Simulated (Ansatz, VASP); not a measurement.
# Two plane-wave programs on Ga

```
Ga
1.0
     0.00000    2.87445    2.87445
     2.87445    0.00000    2.87445
     2.87445    2.87445    0.00000
Ga
2
Direct
  0.87500 0.87500 0.87500
  0.12500 0.12500 0.12500
```

Change from the starting cell: shortest bond scaled by 1, PAW files.

Alike in both runs: task electric field gradients; functional r2SCAN; k mesh 9 × 9 × 9; occupations fermi-dirac, width 0.05 eV; no spin polarisation.

|  | VASP | Ansatz |
| --- | --- | --- |
| version | VASP 6.6.1 | Ansatz 0.2.0 |
| potentials or method | VASP PAW PBE potentials, release 64 (Ga_d) | PAW with Ansatz's default frozen-core files, scalar-relativistic |
| plane-wave cutoff (eV) | 520 | 500 |
| valence electrons in the cell | 26 | 26 |

```tsv
	VASP	Ansatz	Ansatz less VASP
pressure (GPa)	0.6	0.5	-0.08
```

VASP's potentials were made for PBE, not for r2SCAN.
